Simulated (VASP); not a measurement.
Write the native input for VASP 6.6.1 that does the following.

* Task: single point
* Functional: r2SCAN
* Potentials or basis: VASP PAW PBE potentials, release 64 (Sn_d, Te)
* Cutoff: 520 eV
* k mesh: 6 × 6 × 4
* Occupations: gaussian, width 0.01 eV
* Spin: no spin polarisation
* Dipole correction: no
* Further INCAR settings: ALGO = Normal; EDIFF = 1e-06; NBANDS = 28

SnTe:

```
Sn Te
1.0
     5.39676    0.00000    0.00000
    -2.69838    4.67373    0.00000
     0.00000    0.00000    6.48780
Sn Te
2 2
Cartesian
  0.0000 3.1158 -0.2983
  2.6984 1.5579 2.9456
  0.0000 3.1158 2.7312
  2.6984 1.5579 5.9751
```

These files were run (other wordings do the same):

POSCAR

```
SnTe
1.0
    5.3967552201      0.0000000000      0.0000000000
   -2.6983776101      4.6737271186      0.0000000000
    0.0000000000      0.0000000000      6.4878041079
Sn Te
2 2
Direct
    0.3333333333      0.6666666667     -0.0459806368
    0.6666666667      0.3333333333      0.4540193632
    0.3333333333      0.6666666667      0.4209806368
    0.6666666667      0.3333333333      0.9209806368
```

INCAR.step1

```
SYSTEM = SnTe
PREC = Accurate
ENCUT = 520
ISMEAR = 0
SIGMA = 0.01
LREAL = .False.
LASPH = .True.
NELM = 100
NBANDS = 28
GGA = PE
ALGO = Normal
EDIFF = 1E-4
LWAVE = .True.
LCHARG = .False.
```

INCAR.step2

```
SYSTEM = SnTe
PREC = Accurate
ENCUT = 520
EDIFF = 1E-6
ISMEAR = 0
SIGMA = 0.01
LREAL = .False.
LASPH = .True.
NELM = 100
ALGO = Normal
ISIF = 2
LWAVE = .False.
LCHARG = .True.
METAGGA = R2SCAN
LMIXTAU = .True.
LELF = .True.
LVHAR = .True.
NBANDS = 28
ISTART = 1
```

KPOINTS

```
regular mesh
0
Gamma
  6 6 4
  0 0 0
```

Potentials or basis: VASP PAW PBE potentials, release 64 (Sn_d, Te).

The run is started by

```sh
$ cat potpaw_PBE.64/Sn_d/POTCAR potpaw_PBE.64/Te/POTCAR > POTCAR
$ cp INCAR.step1 INCAR
$ mpirun -np 1 vasp_std > vasp.out
$ cp INCAR.step2 INCAR
$ mpirun -np 1 vasp_std > vasp.out
```

It gave:

```json
{
 "Pressure": "0.0 GPa",
 "Largest force": "0.007 eV/Å",
 "Band gap on the k mesh": "0.65 eV (least direct gap 0.85 eV)"
}
```

Caveat: the PAW data sets were made with another functional, which shifts forces and pressure a little; spin-orbit coupling is left out, which moves the levels of the heavy elements.

Run time: 2.8 min on 1 thread of Intel(R) Xeon(R) Platinum 8488C (Sapphire Rapids) (shared host), peak memory 0.33 GiB.
